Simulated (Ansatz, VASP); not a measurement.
## PbS: VASP beside Ansatz

```
CELL_PARAMETERS angstrom
0.00000 2.92053 2.92053
2.92053 0.00000 2.92053
2.92053 2.92053 0.00000
ATOMIC_POSITIONS crystal
Pb 0.00000 0.00000 0.00000
S 0.50000 0.50000 0.50000
```

Change from the starting cell: strain -0.015 along x and y, -0.015 along z, atoms carried along.

Alike in both runs: task single point; functional PBE; k mesh 10 × 10 × 10; occupations gaussian, width 0.03 eV; no spin polarisation.

```csv
,VASP,Ansatz
version,VASP 6.6.1,Ansatz 0.2.0
potentials or method,"VASP PAW PBE potentials, release 64 (Pb_d, S), cutoff 520 eV","scalar-relativistic, plane waves, PAW"
valence electrons in the cell,20,20
```

VASP gave:

```
gap on the k mesh at the Fermi level (eV) : 0.18
least direct gap on the mesh (eV)         : 0.18
pressure (GPa)                            : 5.3
```

Q: Estimate Ansatz's values.

A: gap on the k mesh at the Fermi level (eV): 0.17; least direct gap on the mesh (eV): 0.17; pressure (GPa): 5.4.

Neither program's run includes spin-orbit coupling.
